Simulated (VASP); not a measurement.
# Au (Pm-3m) in VASP: single point with PBE

Aim: the single point of Au with PBE.

Everything below comes from runs of VASP 6.6.1. Logs are shortened: lines on timing, memory, paths and dates and some standing lists are left out, and cuts for length are marked.

## (1) The cell of the first run

The structure is cubic, space group Pm-3m (No. 221). Conventional cell: a = 2.750 Å, b = 2.750 Å, c = 2.750 Å, α = 90.00°, β = 90.00°, γ = 90.00°. Within 3.6 Å of Au (site symmetry m-3m) lie 6 Au at 2.75 Å.

## (2) Single point, PBE

Contents of INCAR:

```
  PREC = Accurate
  ENCUT = 520
  EDIFF = 1E-6
  ISMEAR = -1
  SIGMA = 0.13605693000000002
  LREAL = F
  LASPH = T
  NELM = 60
  ALGO = Normal
  ISIF = 2
  LWAVE = F
  LCHARG = F
  GGA = PE
  NBANDS = 12
```

Contents of KPOINTS:

```
Automatic mesh
0
Gamma
  12 12 12
```

Contents of POSCAR:

```
Au
1.0
    2.7498291905      0.0000000000      0.0000000000
    0.0000000000      2.7498291905      0.0000000000
    0.0000000000      0.0000000000      2.7498291905
Au
1
Direct
    0.0000000000      0.0000000000      0.0000000000
```

Potentials or basis: VASP PAW PBE potentials, release 64 (Au).

The run is started by

```
> cat potpaw_PBE.64/Au/POTCAR > POTCAR
> mpirun -np 1 vasp_std > vasp.out
```

OUTCAR:

```text
PREC = Accurate
   ENCUT = 520
   EDIFF = 1E-6
   ISMEAR = -1
   LREAL = F
   LASPH = T
   NELM = 60
   ISIF = 2
   GGA = PE

 ion  position               nearest neighbor table
   1  0.000  0.000  0.000-

  LATTYP: Found a simple cubic cell.
 ALAT       =     2.7498291905

  Lattice vectors:

 A1 = (   2.7498291905,   0.0000000000,   0.0000000000)
 A2 = (   0.0000000000,   2.7498291905,   0.0000000000)
 A3 = (   0.0000000000,   0.0000000000,   2.7498291905)

Analysis of symmetry for initial positions (statically):
=====================================================================
 Subroutine PRICEL returns:
 Original cell was already a primitive cell.

 Routine SETGRP: Setting up the symmetry group for a
 simple cubic supercell.

 Subroutine GETGRP returns: Found 48 space group operations
[... 9 lines left out ...]

 Routine SETGRP: Setting up the symmetry group for a
 simple cubic supercell.

 Subroutine GETGRP returns: Found 48 space group operations
[... 11 lines left out ...]
                                     Primitive cell

  volume of cell :      20.7930

  direct lattice vectors                    reciprocal lattice vectors
     2.749829190  0.000000000  0.000000000     0.363658951  0.000000000  0.000000000
     0.000000000  2.749829190  0.000000000     0.000000000  0.363658951  0.000000000
     0.000000000  0.000000000  2.749829190     0.000000000  0.000000000  0.363658951

  length of vectors
     2.749829190  2.749829190  2.749829190     0.363658951  0.363658951  0.363658951

  position of ions in fractional coordinates (direct lattice)
     0.000000000  0.000000000  0.000000000

  ion indices of the primitive-cell ions
   primitive index   ion index
                 1           1

----------------------------------------------------------------------------------------

 KPOINTS: Automatic mesh

Automatic generation of k-mesh.
 Grid dimensions read from file:
 generate k-points for:   12   12   12

 Generating k-lattice:

  Cartesian coordinates                     Fractional coordinates (reciprocal lattice)
     0.030304913  0.000000000  0.000000000     0.083333333  0.000000000  0.000000000
     0.000000000  0.030304913  0.000000000     0.000000000  0.083333333  0.000000000
     0.000000000  0.000000000  0.030304913     0.000000000  0.000000000  0.083333333

  Length of vectors
     0.030304913  0.030304913  0.030304913

  Shift w.r.t. Gamma in fractional coordinates (k-lattice)
     0.000000000  0.000000000  0.000000000

 Subroutine IBZKPT returns following result:
 ===========================================

 Found     84 irreducible k-points:

 Following reciprocal coordinates:
            Coordinates               Weight
  0.000000  0.000000  0.000000      1.000000
  0.083333  0.000000  0.000000      6.000000
  0.166667  0.000000  0.000000      6.000000
  0.250000  0.000000  0.000000      6.000000
  0.333333  0.000000  0.000000      6.000000
  0.416667  0.000000  0.000000      6.000000
[... 16 lines left out ...]
  0.333333  0.333333  0.000000     12.000000
  0.416667  0.333333  0.000000     24.000000
 [... further k-points ...]
   k-points           NKPTS =     84   k-points in BZ     NKDIM =     84   number of bands    NBANDS=     12
   number of dos      NEDOS =    301   number of ions     NIONS =      1
   total plane-waves  NPLWV =   8000
   dimension x,y,z NGX =    20 NGY =   20 NGZ =   20
   dimension x,y,z NGXF=    40 NGYF=   40 NGZF=   40
   ions per type =               1
   NGX,Y,Z   is equivalent  to a cutoff of  12.09, 12.09, 12.09 a.u.
   NGXF,Y,Z  is equivalent  to a cutoff of  24.18, 24.18, 24.18 a.u.
 SYSTEM =  unknown system
   PREC   = accura    normal or accurate (medium, high low for compatibility)
   ISTART =      0    job   : 0-new  1-cont  2-samecut
   ICHARG =      2    charge: 1-file 2-atom 10-const
   ISPIN  =      1    spin polarized calculation?
   LNONCOLLINEAR =      F non collinear calculations
   LSORBIT =      F    spin-orbit coupling
   LASPH  =      T    aspherical Exc in radial PAW
   ENCUT  =  520.0 eV  38.22 Ry    6.18 a.u.   5.11  5.11  5.11*2*pi/ulx,y,z
   NELM   =     60;   NELMIN=  2; NELMDL= -5     # of ELM steps
   EDIFF  = 0.1E-05   stopping-criterion for ELM
   LREAL  =      F    real-space projection
   EDIFFG = 0.1E-04   stopping-criterion for IOM
   NSW    =      0    number of steps for IOM
   IBRION =     -1    ionic relax: 0-MD 1-quasi-New 2-CG
   NFREE  =      0    steps in history (QN), initial steepest desc. (CG)
   ISIF   =      2    stress and relaxation
   ISYM   =      2    0-nonsym 1-usesym 2-fastsym
   POTIM  = 0.5000    time-step for ionic-motion
   TEBEG  =    0.0;   TEEND  =   0.0 temperature during run
   PSTRESS=    0.0 pullay stress
   NELECT =      11.0000    total number of electrons
   NUPDOWN=      -1.0000    fix difference up-down
   EMIN   =  10.00;   EMAX   =-10.00  energy-range for DOS
   EFERMI =   0.00;   METHOD = LEGACY
   ISMEAR =    -1;   SIGMA  =   0.14  broadening in eV -4-tet -1-fermi 0-gaus
   EFERMI_NEDOS =   21; number of points for ismear=-14 and -15
   IALGO  =     38    algorithm
   IMIX   =      4    mixing-type and parameters
     AMIX     =   0.40;   BMIX     =  1.00
     AMIX_MAG =   1.60;   BMIX_MAG =  1.00
  volume/ion in A,a.u.               =      20.79       140.32
  Fermi-wavevector in a.u.,A,eV,Ry     =   1.324037  2.502066 23.852007  1.753073
  Thomas-Fermi vector in A             =   2.453601
   LORBIT       =      0    0 simple, 1 ext, 2 COOP (PROOUT), +10 PAW based schemes
   GGA     = PE    functional components
   LHFCALC =     F    Hartree Fock is set to
   AEXX    =    0.0000 exact exchange contribution
   IVDW    =     0    specifies the selected vdW correction
   LEPSILON=     F    determine dielectric tensor
   LRPA    =     F    only Hartree local field effects (RPA)
 non-spin polarized calculation
  energy-cutoff  :      520.00
  volume of cell :       20.79
 maximum number of plane-waves:       587
   NGX = 11   NGY = 11   NGZ = 11

 number of electron      10.9999996 magnetization

 Free energy of the ion-electron system (eV)
  ---------------------------------------------------
  ext. energy  EPLUGINS =         0.00000000
  ---------------------------------------------------
  free energy    TOTEN  =        -3.03056632 eV

  energy without entropy =       -3.01042707  energy(sigma->0) =       -3.02049670

 E-fermi :   6.2555     XC(G=0): -11.4173

 val. band max:        6.1979476417   @ k =   0.4167   0.2500   0.0000
 cond. band min:       6.2564099503   @ k =   0.5000   0.0833   0.0000
 fundamental gap:      0.0584623086
 Fermi energy:         6.2554692737

 k-point     1 :       0.0000    0.0000    0.0000
  band No.  band energies     occupation
      1      -1.4836      2.00000
      2       0.6539      2.00000
      3       0.6539      2.00000
      4       4.8013      1.99995
      5       4.8013      1.99995
      6       4.8013      1.99995
      7      20.0804      0.00000
      8      20.0804      0.00000
      9      20.0804      0.00000
     10      24.8792      0.00000
     11      27.3106      0.00000
     12      27.3106      0.00000

 k-point     2 :       0.0833    0.0000    0.0000
  band No.  band energies     occupation
      1      -1.3169      2.00000
      2       0.6791      2.00000
      3       0.7854      2.00000
      4       4.6922      1.99998
      5       4.6922      1.99998
      6       4.8102      1.99995
      7      18.7642      0.00000
      8      20.3539      0.00000
      9      20.3539      0.00000
     10      25.5420      0.00000
     11      26.7732      0.00000
     12      28.1799      0.00000

 k-point     3 :       0.1667    0.0000    0.0000
  band No.  band energies     occupation
      1      -0.8753      2.00000
      2       0.7485      2.00000
      3       1.2119      2.00000
      4       4.4065      2.00000
      5       4.4065      2.00000
      6       4.8344      1.99994
      7      16.3948      0.00000
      8      21.1183      0.00000
      9      21.1183      0.00000
     10      25.6213      0.00000
     11      25.9023      0.00000
     12      30.7709      0.00000

 k-point     4 :       0.2500    0.0000    0.0000
  band No.  band energies     occupation
      1      -0.3256      2.00000
      2       0.8452      2.00000
      3       2.0215      2.00000
      4       4.0426      2.00000
      5       4.0426      2.00000
      6       4.8676      1.99993
      7      13.9515      0.00000
      8      22.2323      0.00000
      9      22.2323      0.00000
     10      24.4173      0.00000
     11      25.8299      0.00000
     12      33.0148      0.00000

 k-point     5 :       0.3333    0.0000    0.0000
  band No.  band energies     occupation
      1       0.1516      2.00000
      2       0.9444      2.00000
      3       3.2564      2.00000
      4       3.7043      2.00000
      5       3.7043      2.00000
      6       4.9010      1.99991
      7      11.6261      0.00000
      8      23.4323      0.00000
      9      23.5042      0.00000
     10      23.5042      0.00000
     11      25.4398      0.00000
     12      32.3391      0.00000

 k-point     6 :       0.4167    0.0000    0.0000
  band No.  band energies     occupation
      1       0.4662      2.00000
      2       1.0187      2.00000
      3       3.4703      2.00000
      4       3.4703      2.00000
      5       4.7773      1.99996
      6       4.9257      1.99989
      7       9.5211      0.00000
      8      22.7974      0.00000
      9      24.6541      0.00000
     10      24.6541      0.00000
     11      24.9131      0.00000
     12      31.3402      0.00000

 k-point     7 :       0.5000    0.0000    0.0000
  band No.  band energies     occupation
      1       0.5768      2.00000
      2       1.0462      2.00000
      3       3.3874      2.00000
      4       3.3874      2.00000
      5       4.9348      1.99988
      6       5.8413      1.90904
      7       8.2773      0.00000
      8      22.5788      0.00000
      9      24.6650      0.00000
     10      25.1739      0.00000
     11      25.1739      0.00000
     12      30.8372      0.00000

 k-point     8 :       0.0833    0.0833    0.0000
  band No.  band energies     occupation
      1      -1.1481      2.00000
      2       0.7590      2.00000
      3       0.8592      2.00000
      4       4.5793      1.99999
      5       4.6862      1.99998
      6       4.7173      1.99998
      7      18.7946      0.00000
      8      19.2480      0.00000
      9      20.6288      0.00000
     10      26.0644      0.00000
     11      27.4006      0.00000
     12      28.0567      0.00000
[... 166 lines left out ...]
 k-point    20 :       0.3333    0.2500    0.0000
  band No.  band energies     occupation
      1       0.8625      2.00000
      2       1.8431      2.00000
      3       2.8145      2.00000
      4       3.8124      2.00000
      5       4.1995      2.00000
      6       4.4456      2.00000
      7      13.0128      0.00000
      8      16.8236      0.00000
      9      23.1092      0.00000
     10      25.9064      0.00000
     11      26.0152      0.00000
     12      29.8938      0.00000

 k-point    21 :       0.4167    0.2500    0.0000
  band No.  band energies     occupation
      1       1.0381      2.00000
      2       1.7457      2.00000
      3       2.8633      2.00000
      4       3.5899      2.00000
      5       4.2329      2.00000
      6       6.1979      1.20829
      7      10.6251      0.00000
      8      18.0313      0.00000
      9      21.5764      0.00000
     10      25.0880      0.00000
     11      27.3214      0.00000
     12      29.9592      0.00000

 k-point    22 :       0.5000    0.2500    0.0000
  band No.  band energies     occupation
      1       1.1040      2.00000
      2       1.6929      2.00000
      3       2.8749      2.00000
      4       3.5104      2.00000
      5       4.2458      2.00000
      6       8.1131      0.00000
      7       8.5263      0.00000
      8      18.9268      0.00000
      9      20.5192      0.00000
     10      24.7656      0.00000
     11      28.2851      0.00000
     12      29.6370      0.00000

 k-point    23 :       0.3333    0.3333    0.0000
  band No.  band energies     occupation
      1       1.0419      2.00000
      2       1.5444      2.00000
      3       3.7339      2.00000
      4       3.8382      2.00000
      5       3.9113      2.00000
      6       5.1865      1.99923
      7      13.0390      0.00000
      8      15.3061      0.00000
      9      21.5521      0.00000
     10      26.0950      0.00000
     11      27.2632      0.00000
     12      28.5123      0.00000

 k-point    24 :       0.4167    0.3333    0.0000
  band No.  band energies     occupation
      1       1.1567      2.00000
      2       1.3020      2.00000
      3       3.6508      2.00000
      4       3.9187      2.00000
      5       4.1405      2.00000
      6       6.8228      0.03044
      7      11.1892      0.00000
      8      15.7813      0.00000
      9      19.9666      0.00000
     10      25.8201      0.00000
     11      28.2166      0.00000
     12      28.4546      0.00000

 [... further k-points ...]
[... 5 lines left out ...]
  --------------------------------------------------------------------------------------
  -------------------------------------------------------------------------------------
  Total       -0.0566447     -0.0566447     -0.0566447     -0.0000000     -0.0000000      0.0000000
  in kB       -4.3646836     -4.3646836     -4.3646836     -0.0000000     -0.0000000      0.0000000
  external PRESSURE =      -4.3646836 kB  Pullay stress =       0.0000000 kB

 VOLUME and BASIS-vectors are now :
 -----------------------------------------------------------------------------
  energy-cutoff  :      520.00
  volume of cell :       20.79
      direct lattice vectors                 reciprocal lattice vectors
     2.749829190  0.000000000  0.000000000     0.363658951  0.000000000  0.000000000
     0.000000000  2.749829190  0.000000000     0.000000000  0.363658951  0.000000000
     0.000000000  0.000000000  2.749829190     0.000000000  0.000000000  0.363658951

 POSITION                                       TOTAL-FORCE (eV/Angst)
 -----------------------------------------------------------------------------------
      0.00000      0.00000      0.00000         0.000000      0.000000      0.000000
 -----------------------------------------------------------------------------------
    total drift:                                0.000000      0.000000      0.000000

  FREE ENERGIE OF THE ION-ELECTRON SYSTEM (eV)
  ---------------------------------------------------
  free  energy   TOTEN  =        -3.0305663190 eV

  energy  without entropy=       -3.0104270741  energy(sigma->0) =       -3.02049670
```

Run time: 22 s. Hardware: 1 thread of Intel Xeon 6975P-C, shared host; peak memory 0.14 GiB.

What came out:

```yaml
Free_energy: -3.0306 eV
Pressure: -0.4 GPa
```

Levels at points of the mesh, in eV from the Fermi level:
```
           k point  band 2  band 3  band 4  band 5  band 6  band 7  band 8  band 9
(0.00, 0.00, 0.00)   -5.60   -5.60   -1.45   -1.45   -1.45   13.82   13.82   13.82
(0.50, 0.00, 0.00)   -5.21   -2.87   -2.87   -1.32   -0.41    2.02   16.32   18.41
(0.50, 0.50, 0.00)   -4.87   -2.62   -2.62   -0.32    3.84    3.84    6.35   11.43
(0.50, 0.50, 0.50)   -4.87   -4.87   -0.23   -0.23    8.39    8.39    8.39   10.17
```

Caveat: spin-orbit coupling is left out, which moves the levels of the heavy elements.
